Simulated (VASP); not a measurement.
**Bi: electric field gradients with PBE**

Bi:

```xyz
2
Lattice="4.4621 0.0000 0.0000 -2.2310 3.8643 0.0000 0.0000 0.0000 11.6285" Properties=species:S:1:pos:R:3 pbc="T T T"
Bi    0.0000    2.5762    2.9071
Bi    2.2310    1.2881    8.7214
```

This cell differs from its parent crystal: volume scaled by 0.95.

```
Program                : VASP 6.6.1
Task                   : electric field gradients
Functional             : PBE
Potentials or basis    : VASP PAW PBE potentials, release 64 (Bi_d)
Cutoff                 : 520 eV
k mesh                 : 9 × 9 × 3
Occupations            : fermi-dirac, width 0.03 eV
Spin                   : no spin polarisation
Dipole correction      : no
Further INCAR settings : ALGO = Normal; EDIFF = 1e-08; NBANDS = 22
```

```yaml
Pressure: -3.6 GPa
Band_gap_on_the_k_mesh: zero (band 15 reaches 0.72 eV, above the bottom of band 16 at -1.61 eV)
```

Stress tensor (GPa, compression positive):
```
-5.15  0.00  0.00
 0.00 -5.15  0.00
 0.00  0.00 -0.40
```

Levels at points of the mesh, in eV from the Fermi level:
| k point | band 13 | band 14 | band 15 | band 16 | band 17 | band 18 |
| --- | --- | --- | --- | --- | --- | --- |
| (0.00, 0.00, 0.00) | -0.92 | -0.36 | 1.57 | 1.57 | 1.58 | 1.58 |

Electric field gradients, principal values (V/Å²):
```csv
atom,least,middle,greatest (by size)
1 Bi,63.415,63.420,-126.836
2 Bi,63.415,63.420,-126.836
```

Run time: 86 s on 1 thread of Intel Xeon 6975P-C, with other jobs on the host, peak memory 0.35 GiB.

Caveat: without QUAD_EFG the Cq values of the log hold for a quadrupole moment of 1 mb, not for the nuclei; spin-orbit coupling is left out, which moves the levels of the heavy elements.
